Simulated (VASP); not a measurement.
# ZnRe (P1) in VASP: further runs

Runs on ZnRe. Level: revPBE. Tasks: single point.

All numbers are computed with VASP 6.6.1; they aren't measurements. Logs are shortened: lines on timing, memory, paths and dates and some standing lists are left out, and cuts for length are marked.

## 1. The cell of the first run

The typed cell holds 2 atoms: a = 2.754 Å, b = 2.728 Å, c = 4.506 Å, α = 90.09°, β = 90.11°, γ = 119.84°.

## 2. Single point, revPBE

File INCAR:

```
PREC = Accurate
ENCUT = 520
EDIFF = 1E-7
ISMEAR = -1
SIGMA = 0.02
LREAL = F
LASPH = T
NELM = 80
ALGO = Normal
ISIF = 2
LWAVE = F
LCHARG = F
GGA = RE
NBANDS = 16
```

File KPOINTS:

```
regular mesh
0
Gamma
  8 8 5
```

File POSCAR:

```
ZnRe
1.0
    2.7544339146      0.0114708180     -0.0027354257
   -1.3672835684      2.3604028307     -0.0020465776
   -0.0044725209     -0.0064591986      4.5060048608
Zn Re
1 1
Direct
    0.0077500000      0.0130000000      0.0514000000
    0.3758500000      0.7058400000      0.5251400000
```

Potentials or basis: VASP PAW PBE potentials, release 64 (Zn, Re).

Command:

```bash
$ cat potpaw_PBE.64/Zn/POTCAR potpaw_PBE.64/Re/POTCAR > POTCAR
$ mpirun -np 1 vasp_std > vasp.out
```

OUTCAR:

```text
PREC = Accurate
   ENCUT = 520
   EDIFF = 1E-7
   ISMEAR = -1
   LREAL = F
   LASPH = T
   NELM = 80
   ISIF = 2
   GGA = RE

 ion  position               nearest neighbor table
   1  0.008  0.013  0.051-   2 2.62   2 2.67   2 2.69   2 2.81   2 2.86   2 2.89
   2  0.376  0.706  0.525-   1 2.62   1 2.67   1 2.69   1 2.81   1 2.86   1 2.89

  LATTYP: Found a triclinic cell.
 ALAT       =     2.7477251602
 B/A-ratio  =     0.9927536404
 C/A-ratio  =     1.6399062669
 COS(alpha) =     0.0014931377
 COS(beta)  =     0.0034788153
 COS(gamma) =     0.4939051528

  Lattice vectors:

 A1 = (  -1.3871503462,  -2.3718736487,   0.0047820033)
 A2 = (   1.3672835684,  -2.3604028307,   0.0020465776)
 A3 = (  -0.0044725209,  -0.0064591986,   4.5060048608)

Analysis of symmetry for initial positions (statically):
=====================================================================
 Subroutine PRICEL returns:
 Original cell was already a primitive cell.

 Routine SETGRP: Setting up the symmetry group for a
 triclinic supercell.

 Subroutine GETGRP returns: Found  1 space group operations
 (whereof  1 operations were pure point group operations)
 out of a pool of  2 trial point group operations.

The static configuration has the point symmetry C_1 .

Analysis of symmetry for dynamics (positions and initial velocities):
=====================================================================
 Subroutine PRICEL returns:
 Original cell was already a primitive cell.

 Routine SETGRP: Setting up the symmetry group for a
 triclinic supercell.

 Subroutine GETGRP returns: Found  1 space group operations
 (whereof  1 operations were pure point group operations)
 out of a pool of  2 trial point group operations.

The dynamic configuration has the point symmetry C_1 .

 Subroutine INISYM returns: Found  1 space group operations
 (whereof  1 operations are pure point group operations),
 and found     1 'primitive' translations

----------------------------------------------------------------------------------------

                                     Primitive cell

  volume of cell :      29.3667

  direct lattice vectors                    reciprocal lattice vectors
[... 75 lines left out ...]
   NGX,Y,Z   is equivalent  to a cutoff of  12.07, 12.19, 13.28 a.u.
   NGXF,Y,Z  is equivalent  to a cutoff of  24.14, 24.38, 26.56 a.u.
 SYSTEM =  unknown system
   PREC   = accura    normal or accurate (medium, high low for compatibility)
   ISTART =      0    job   : 0-new  1-cont  2-samecut
   ICHARG =      2    charge: 1-file 2-atom 10-const
   ISPIN  =      1    spin polarized calculation?
   LNONCOLLINEAR =      F non collinear calculations
   LSORBIT =      F    spin-orbit coupling
   LASPH  =      T    aspherical Exc in radial PAW
   ENCUT  =  520.0 eV  38.22 Ry    6.18 a.u.   5.12  5.07  8.38*2*pi/ulx,y,z
   NELM   =     80;   NELMIN=  2; NELMDL= -5     # of ELM steps
   EDIFF  = 0.1E-06   stopping-criterion for ELM
   LREAL  =      F    real-space projection
   EDIFFG = 0.1E-05   stopping-criterion for IOM
   NSW    =      0    number of steps for IOM
   IBRION =     -1    ionic relax: 0-MD 1-quasi-New 2-CG
   NFREE  =      0    steps in history (QN), initial steepest desc. (CG)
   ISIF   =      2    stress and relaxation
   ISYM   =      2    0-nonsym 1-usesym 2-fastsym
   POTIM  = 0.5000    time-step for ionic-motion
   TEBEG  =    0.0;   TEEND  =   0.0 temperature during run
   PSTRESS=    0.0 pullay stress
   NELECT =      19.0000    total number of electrons
   NUPDOWN=      -1.0000    fix difference up-down
   EMIN   =  10.00;   EMAX   =-10.00  energy-range for DOS
   EFERMI =   0.00;   METHOD = LEGACY
   ISMEAR =    -1;   SIGMA  =   0.02  broadening in eV -4-tet -1-fermi 0-gaus
   EFERMI_NEDOS =   21; number of points for ismear=-14 and -15
   IALGO  =     38    algorithm
   IMIX   =      4    mixing-type and parameters
     AMIX     =   0.40;   BMIX     =  1.00
     AMIX_MAG =   1.60;   BMIX_MAG =  1.00
  volume/ion in A,a.u.               =      14.68        99.09
  Fermi-wavevector in a.u.,A,eV,Ry     =   1.415927  2.675715 27.277642  2.004850
  Thomas-Fermi vector in A             =   2.537315
   LORBIT       =      0    0 simple, 1 ext, 2 COOP (PROOUT), +10 PAW based schemes
   GGA     = RE    functional components
   LHFCALC =     F    Hartree Fock is set to
   AEXX    =    0.0000 exact exchange contribution
   IVDW    =     0    specifies the selected vdW correction
   LEPSILON=     F    determine dielectric tensor
   LRPA    =     F    only Hartree local field effects (RPA)
 non-spin polarized calculation
  energy-cutoff  :      520.00
  volume of cell :       29.37
 maximum number of plane-waves:       801
   NGX = 11   NGY = 11   NGZ = 17

 number of electron      18.9999997 magnetization

 Free energy of the ion-electron system (eV)
  ---------------------------------------------------
  ext. energy  EPLUGINS =         0.00000000
  ---------------------------------------------------
  free energy    TOTEN  =       -12.17458096 eV

  energy without entropy =      -12.17235521  energy(sigma->0) =      -12.17346808

 E-fermi :   5.5588     XC(G=0): -12.7267

 val. band max:        5.5463277987   @ k =   0.3750  -0.1250   0.4000
 cond. band min:       5.5661321825   @ k =   0.0000   0.5000   0.4000
 fundamental gap:      0.0198043837
 Fermi energy:         5.5588063523

 k-point     1 :       0.0000    0.0000    0.0000
  band No.  band energies     occupation
      1      -4.6482      2.00000
      2      -2.3302      2.00000
      3      -1.7188      2.00000
      4      -1.6769      2.00000
      5      -1.3351      2.00000
      6      -1.2958      2.00000
[... 433 lines left out ...]
      3      -1.6714      2.00000
      4      -1.6253      2.00000
      5      -1.5314      2.00000
      6       2.1327      2.00000
[... 8 lines left out ...]
     15      16.7249      0.00000
     16      17.1084      0.00000

 [... further k-points ...]
[... 5 lines left out ...]
  --------------------------------------------------------------------------------------
  -------------------------------------------------------------------------------------
  Total        0.5677921      0.8371922      0.3066666     -0.1613679     -0.0313868     -0.0448178
  in kB       30.9773796     45.6752089     16.7309955     -8.8038472     -1.7123867     -2.4451501
  external PRESSURE =      31.1278613 kB  Pullay stress =       0.0000000 kB

 VOLUME and BASIS-vectors are now :
 -----------------------------------------------------------------------------
  energy-cutoff  :      520.00
  volume of cell :       29.37
      direct lattice vectors                 reciprocal lattice vectors
     2.754433915  0.011470818 -0.002735426     0.362177970  0.209795265  0.000660221
    -1.367283568  2.360402831 -0.002046578    -0.001759472  0.422637834  0.000604090
    -0.004472521 -0.006459199  4.506004861     0.000219065  0.000319316  0.221926756

 POSITION                                       TOTAL-FORCE (eV/Angst)
 -----------------------------------------------------------------------------------
      0.00334      0.03044      0.23156         0.117625      0.105303     -1.164973
      0.06782      1.66699      2.36381        -0.117625     -0.105303      1.164973
 -----------------------------------------------------------------------------------
    total drift:                                0.000457      0.000154      0.000458

  FREE ENERGIE OF THE ION-ELECTRON SYSTEM (eV)
  ---------------------------------------------------
  free  energy   TOTEN  =       -12.1745809566 eV

  energy  without entropy=      -12.1723552120  energy(sigma->0) =      -12.17346808
```

stdout:

```text
POSCAR found type information on POSCAR ZnRe
 POSCAR found :  2 types and       2 ions
 scaLAPACK will be used
 -----------------------------------------------------------------------------
|                                                                             |
|                                                                             |
|     You enforced a specific xc type in the INCAR file but a different       |
|     I HOPE YOU KNOW WHAT YOU ARE DOING!                                     |
|                                                                             |
 -----------------------------------------------------------------------------

 LDA part: xc-table for (Slater+PW92), standard interpolation
 POSCAR, INCAR and KPOINTS ok, starting setup
 FFT: planning ... GRIDC
 FFT: planning ... GRID_SOFT
 FFT: planning ... GRID
 WAVECAR not read
 entering main loop
```

It took 67 s on 1 thread of Intel Xeon Platinum 8259CL at 2.50GHz (Skylake/Cascade Lake), shared host; peak memory 0.21 GiB.

What came out:

* Free energy: -12.1746 eV
* Pressure: 3.1 GPa
* Largest force: 1.176 eV/Å

Forces on the atoms (eV/Å):
```
Zn   0.118  0.105 -1.165
Re  -0.118 -0.105  1.165
```

Stress tensor (GPa, compression positive):
```
 3.10 -0.88 -0.24
-0.88  4.57 -0.17
-0.24 -0.17  1.67
```

Caveat: the PAW data sets were made with another functional, which shifts forces and pressure a little; spin-orbit coupling is left out, which moves the levels of the heavy elements.

[end of part 1 of 2]
